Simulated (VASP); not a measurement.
Input of a VASP 6.6.1 run:

Contents of INCAR:

```
SYSTEM = Eu
PREC = Accurate
ENCUT = 520
EDIFF = 1E-6
ISMEAR = 0
SIGMA = 0.05
LREAL = .FALSE.
LASPH = .TRUE.
NELM = 150
ALGO = Fast
ISIF = 2
LWAVE = .FALSE.
LCHARG = .FALSE.
ISPIN = 2
MAGMOM = 7
LORBIT = 11
LMAXMIX = 6
GGA = PE
NBANDS = 18
```

The input KPOINTS:

```
Automatic mesh
0
G
  12 12 12
  0 0 0
```

POSCAR

```
Eu
1.0
    0.0000000000      2.9041182077      2.9041182077
    2.9041182077      0.0000000000      2.9041182077
    2.9041182077      2.9041182077      0.0000000000
Eu
1
Direct
    0.0000000000      0.0000000000      0.0000000000
```

Potentials or basis: VASP PAW PBE potentials, release 64 (Eu).

Launch:

```sh
$ cat potpaw_PBE.64/Eu/POTCAR > POTCAR
$ mpirun -np 1 vasp_std > vasp.out
```

Problem. Estimate the net moment.

Solution. 7.44 μB per cell.

Problem. Predict the site moments.

Solution. Eu +6.72 μB.

Problem. What does it give for the pressure?

Solution. -2.1 GPa.

 The state reached can hang on the start; a lower one may exist.
